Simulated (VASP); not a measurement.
A run of VASP 6.6.1:

File INCAR:

```
PREC = Accurate
ENCUT = 600
EDIFF = 1E-6
ISMEAR = 0
SIGMA = 0.01
LREAL = F
LASPH = T
NELM = 100
ALGO = Normal
ISIF = 4
LWAVE = F
LCHARG = F
GGA = PE
IBRION = 2
NSW = 50
EDIFFG = -0.01
```

Contents of KPOINTS:

```
regular mesh
0
Gamma
  12 12 6
```

POSCAR

```
Te
1.0
    4.6318238601      0.0000000000      0.0000000000
   -2.3159119301      4.0112771287      0.0000000000
    0.0000000000      0.0000000000      6.0087554905
Te
3
Direct
    0.2623795037      0.0000000000      0.3333333333
    0.0000000000      0.2623795037      0.6666666667
    0.7376204963      0.7376204963      0.0000000000
```

Potentials or basis: VASP PAW PBE potentials, release 64 (Te).

Command:

```console
$ cat potpaw_PBE.64/Te/POTCAR > POTCAR
$ mpirun -np 1 vasp_std > vasp.out
```

Hardware: 1 thread of Oxide Virtual Turin-like Processor (shared host).

Problem. How long does it take, and how much memory?

Solution. It took 5.3 min on 1 thread of Oxide Virtual Turin-like Processor, on a shared host, peak memory 0.34 GiB. Counts: scf iterations 29, k points 100, ion steps 4.
